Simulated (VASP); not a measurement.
# LaMg (Pm-3m) in VASP: notebook, part 2 of 2

VASP 6.6.1. The steps go on from the part before.

## (3) Single point, LDA

This run uses another cell than the first one, of 28.94 Å³/atom, 1.010 times its volume.

Input file INCAR:

```
SYSTEM = LaMg
PREC = Accurate ; ENCUT = 520
EDIFF = 1E-6 ; ISMEAR = 0
SIGMA = 0.1 ; LREAL = .FALSE.
LASPH = .TRUE. ; NELM = 60
ALGO = Normal ; ISIF = 2
LWAVE = .FALSE. ; LCHARG = .FALSE.
NBANDS = 14
```

Input file KPOINTS:

```
regular mesh
0
G
  5 5 5
  0 0 0
```

Input file POSCAR:

```
LaMg
1.0
    3.8679832214      0.0000000000      0.0000000000
    0.0000000000      3.8679832214      0.0000000000
    0.0000000000      0.0000000000      3.8679832214
La Mg
1 1
Direct
    0.0000000000      0.0000000000      0.0000000000
    0.5000000000      0.5000000000      0.5000000000
```

Potentials or basis: VASP PAW LDA potentials, release 64 (La, Mg).

Started as:

```bash
cat potpaw_LDA.64/La/POTCAR potpaw_LDA.64/Mg/POTCAR > POTCAR
mpirun -np 1 vasp_std > vasp.out
```

OUTCAR:

```text
SYSTEM = LaMg
   PREC = Accurate
   ENCUT = 520
   EDIFF = 1E-6
   ISMEAR = 0
   LREAL = .FALSE.
   LASPH = .TRUE.
   NELM = 60
   ISIF = 2

 ion  position               nearest neighbor table
   1  0.000  0.000  0.000-   2 3.35   2 3.35   2 3.35   2 3.35   2 3.35   2 3.35   2 3.35   2 3.35

   2  0.500  0.500  0.500-   1 3.35   1 3.35   1 3.35   1 3.35   1 3.35   1 3.35   1 3.35   1 3.35

  LATTYP: Found a simple cubic cell.
 ALAT       =     3.8679832214

  Lattice vectors:

 A1 = (   3.8679832214,   0.0000000000,   0.0000000000)
[... 341 lines left out ...]

  FORCE on cell =-STRESS in cart. coord.  units (eV):
  Direction    XX          YY          ZZ          XY          YZ          ZX
  --------------------------------------------------------------------------------------
  -------------------------------------------------------------------------------------
  Total       -0.2352460     -0.2352460     -0.2352460     -0.0000000      0.0000000     -0.0000000
  in kB       -6.5129692     -6.5129692     -6.5129692     -0.0000000      0.0000000     -0.0000000
  external PRESSURE =      -6.5129692 kB  Pullay stress =       0.0000000 kB

 VOLUME and BASIS-vectors are now :
 -----------------------------------------------------------------------------
  energy-cutoff  :      520.00
  volume of cell :       57.87
      direct lattice vectors                 reciprocal lattice vectors
     3.867983221  0.000000000  0.000000000     0.258532662  0.000000000  0.000000000
     0.000000000  3.867983221  0.000000000     0.000000000  0.258532662  0.000000000
     0.000000000  0.000000000  3.867983221     0.000000000  0.000000000  0.258532662

 POSITION                                       TOTAL-FORCE (eV/Angst)
 -----------------------------------------------------------------------------------
      0.00000      0.00000      0.00000         0.000000      0.000000      0.000000
      1.93399      1.93399      1.93399         0.000000      0.000000      0.000000
 -----------------------------------------------------------------------------------
    total drift:                               -0.000000     -0.000000     -0.000000

  FREE ENERGIE OF THE ION-ELECTRON SYSTEM (eV)
  ---------------------------------------------------
  free  energy   TOTEN  =        -7.6226605865 eV

  energy  without entropy=       -7.6108373957  energy(sigma->0) =       -7.61674899
```

OSZICAR:

```text
N       E                     dE             d eps       ncg     rms          rms(c)
DAV:   1     0.108878658981E+03    0.10888E+03   -0.44552E+03   280   0.111E+03
DAV:   2     0.227160508691E+01   -0.10661E+03   -0.10003E+03   372   0.166E+02
DAV:   3    -0.718707666058E+01   -0.94587E+01   -0.91383E+01   412   0.838E+01
DAV:   4    -0.768333498474E+01   -0.49626E+00   -0.49336E+00   484   0.137E+01
DAV:   5    -0.769716133025E+01   -0.13826E-01   -0.13780E-01   384   0.229E+00    0.226E+00
DAV:   6    -0.764414335689E+01    0.53018E-01   -0.75484E-02   522   0.192E+00    0.142E+00
DAV:   7    -0.762437683240E+01    0.19767E-01   -0.26360E-02   484   0.615E-01    0.328E-01
DAV:   8    -0.762270793177E+01    0.16689E-02   -0.20566E-03   524   0.385E-01    0.412E-02
DAV:   9    -0.762266293377E+01    0.44998E-04   -0.14091E-04   452   0.584E-02    0.102E-02
DAV:  10    -0.762266074788E+01    0.21859E-05   -0.17967E-05   502   0.435E-02    0.324E-03
DAV:  11    -0.762266058654E+01    0.16134E-06   -0.98974E-07   380   0.586E-03
   1 F= -.76226606E+01 E0= -.76167490E+01  d E =-.118232E-01
```

Run time: 6.9 s. Hardware: 1 thread of AMD EPYC 7R13 (Zen 3), shared host; peak memory 0.13 GiB.

Results:

* Free energy: -7.6227 eV
* Pressure: -0.7 GPa

Levels at points of the mesh, in eV from the Fermi level:
```tsv
k point	band 4	band 5	band 6	band 7	band 8	band 9
(0.00, 0.00, 0.00)	-16.06	-4.79	-0.60	-0.60	1.72	1.72
```

Caveat: spin-orbit coupling is left out, which moves the levels of the heavy elements.

## (4) Relaxation of cell and atoms, LDA

Input file INCAR:

```
SYSTEM = LaMg
ALGO = Normal ; EDIFF = 1E-7
EDIFFG = -0.02 ; ENCUT = 600
IBRION = 2 ; ISIF = 3
ISMEAR = 0 ; LASPH = .TRUE.
LCHARG = .FALSE. ; LREAL = .FALSE.
LWAVE = .FALSE. ; NELM = 100
NSW = 60 ; PREC = Accurate
SIGMA = 0.1
```

Input file KPOINTS:

```
k-points
0
G
  5 5 5
  0 0 0
```

Input file POSCAR:

```
LaMg
1.0
    3.8551752361      0.0000000000      0.0000000000
    0.0000000000      3.8551752361      0.0000000000
    0.0000000000      0.0000000000      3.8551752361
La Mg
1 1
Direct
    0.0000000000      0.0000000000      0.0000000000
    0.5000000000      0.5000000000      0.5000000000
```

Started as:

```bash
cat potpaw_LDA.64/La/POTCAR potpaw_LDA.64/Mg/POTCAR > POTCAR
mpirun -np 1 vasp_std > vasp.out
```

Run time: 9.7 s. Hardware: 1 thread of Intel Xeon Platinum 8488C (Sapphire Rapids), shared host; peak memory 0.16 GiB.

It converged, with:

```yaml
Free_energy: -7.6247 eV
Relaxed_volume: 28.47 Å³/atom
Relaxed_cell: a = 3.847 Å, b = 3.847 Å, c = 3.847 Å, α = 90.00°, β = 90.00°, γ = 90.00°
Space_group_after_relaxing_to_0.05_Å: Pm-3m (No. 221)
Energy_gained_by_relaxing: 0.1 meV/atom
Ionic_steps: 2
Pressure_after_relaxing: 0.0 GPa
```

The path:
```tsv
step	energy change (eV)	largest force (eV/Å)	pressure (GPa)	volume (Å³)
1	0.0000	0.0000	-0.25	57.30
2	-0.0003	0.0000	0.01	56.93
```

Final structure:
```
La Mg
1.0
     3.84694    0.00000    0.00000
     0.00000    3.84694    0.00000
     0.00000    0.00000    3.84694
La Mg
1 1
Direct
  0.00000 0.00000 0.00000
  0.50000 0.50000 0.50000
```

Levels at points of the mesh, in eV from the Fermi level:
```
           k point  band 4  band 5  band 6  band 7  band 8  band 9
(0.00, 0.00, 0.00)  -16.02   -4.81   -0.62   -0.62    1.76    1.76
```

Caveat: spin-orbit coupling is left out, which moves the levels of the heavy elements.

## (5) Relaxation of cell and atoms, LDA

This run uses another cell than the first one, of 31.05 Å³/atom, 1.084 times its volume.

Input file INCAR:

```
ALGO = Normal ; EDIFF = 1E-7
EDIFFG = -0.02 ; ENCUT = 600
GGA = CA ; IBRION = 2
ISIF = 3 ; ISMEAR = 0
LASPH = True ; LCHARG = False
LREAL = False ; LWAVE = False
NELM = 80 ; NSW = 60
PREC = Accurate ; SIGMA = 0.1
```

Input file KPOINTS:

```
k-points
0
Gamma
  5 5 5
```

Input file POSCAR:

```
LaMg
1.0
    3.9600000000      0.0000000000      0.0000000000
    0.0000000000      3.9600000000      0.0000000000
    0.0000000000      0.0000000000      3.9600000000
La Mg
1 1
Direct
    0.0000000000      0.0000000000      0.0000000000
    0.5000000000      0.5000000000      0.5000000000
```

Started as:

```bash
cat potpaw_LDA.64/La/POTCAR potpaw_LDA.64/Mg/POTCAR > POTCAR
mpirun -np 1 vasp_std > vasp.out
```

Wall time 12 s (1 thread of Intel Xeon Platinum 8488C (Sapphire Rapids), shared host); peak memory 0.17 GiB.

Results (log left out):

```yaml
Free_energy: -7.6247 eV
Relaxed_volume: 28.51 Å³/atom
Relaxed_cell: a = 3.849 Å, b = 3.849 Å, c = 3.849 Å, α = 90.00°, β = 90.00°, γ = 90.00°
Space_group_after_relaxing_to_0.05_Å: Pm-3m (No. 221)
Energy_gained_by_relaxing: 25.8 meV/atom
Ionic_steps: 2
Pressure_after_relaxing: -0.1 GPa
```

Step by step:
| step | energy change (eV) | largest force (eV/Å) | pressure (GPa) | volume (Å³) |
| --- | --- | --- | --- | --- |
| 1 | 0.0000 | 0.0000 | -3.00 | 62.10 |
| 2 | -0.0515 | 0.0000 | -0.06 | 57.02 |

Final structure:
```
La Mg
1.0
     3.84903    0.00000    0.00000
     0.00000    3.84903    0.00000
     0.00000    0.00000    3.84903
La Mg
1 1
Direct
  0.00000 0.00000 0.00000
  0.50000 0.50000 0.50000
```

Levels at points of the mesh, in eV from the Fermi level:
```
           k point  band 4  band 5  band 6  band 7  band 8  band 9
(0.00, 0.00, 0.00)  -16.02   -4.81   -0.62   -0.62    1.76    1.76
```

Caveat: spin-orbit coupling is left out, which moves the levels of the heavy elements.

## (6) Overview

```tsv
task	cell	cutoff (eV)	gap on the mesh (eV)	pressure (GPa)	relaxed volume (Å³/atom)
single point	a = 3.855 Å, 2 atoms	520	none	-0.3	-
single point	a = 3.868 Å, 2 atoms	520	none	-0.7	-
relaxation of cell and atoms	relaxed from a = 3.855 Å, 2 atoms	600	none	0.0	28.47
relaxation of cell and atoms	relaxed from a = 3.960 Å, 2 atoms	600	none	-0.1	28.51
```

Alike in all rows: level LDA; potentials or basis VASP PAW LDA potentials, release 64 (La, Mg); no spin polarisation; k mesh 5 × 5 × 5; smearing gaussian 0.1 eV.

Caveats: spin-orbit coupling is left out, which moves the levels of the heavy elements.

Total energies depend on the potentials used, so only differences within one code and one set of settings carry meaning.
